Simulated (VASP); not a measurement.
**PbO2: single point with PBE+D4**

PbO2:

```
CELL_PARAMETERS angstrom
0.00000 2.70199 2.70199
2.70199 0.00000 2.70199
2.70199 2.70199 0.00000
ATOMIC_POSITIONS crystal
Pb 0.00000 0.00000 0.00000
O 0.25000 0.25000 0.25000
O 0.75000 0.75000 0.75000
```

- Program: VASP 6.6.1
- Task: single point
- Functional: PBE
- Dispersion: D4
- Potentials or basis: VASP PAW PBE potentials, release 64 (Pb_d, O)
- Cutoff: 520 eV
- k mesh: 6 × 6 × 6
- Occupations: gaussian, width 0.1 eV
- Spin: no spin polarisation

```yaml
Pressure: -2.8 GPa
Band_gap_on_the_k_mesh: zero (band 13 reaches 5.63 eV, above the bottom of band 14 at 4.44 eV)
Dispersion_energy_per_atom: -0.272 eV
```

Levels at points of the mesh, in eV from the Fermi level:
```csv
k point,band 11,band 12,band 13,band 14,band 15,band 16
"(0.00, 0.00, 0.00)",-2.05,-1.29,-1.29,-1.29,6.90,6.90
"(0.50, 0.00, 0.00)",-2.84,-1.49,-1.49,2.48,7.05,9.40
"(0.50, 0.50, 0.00)",-0.32,-0.22,-0.22,1.58,6.10,9.36
```

Run time: 14 s on 1 thread of AMD EPYC 7R43 64-Core Processor (Zen 3) (shared host), peak memory 0.13 GiB.

Caveat: spin-orbit coupling is left out, which moves the levels of the heavy elements; pairwise dispersion overbinds metals, which lowers pressure and volume.
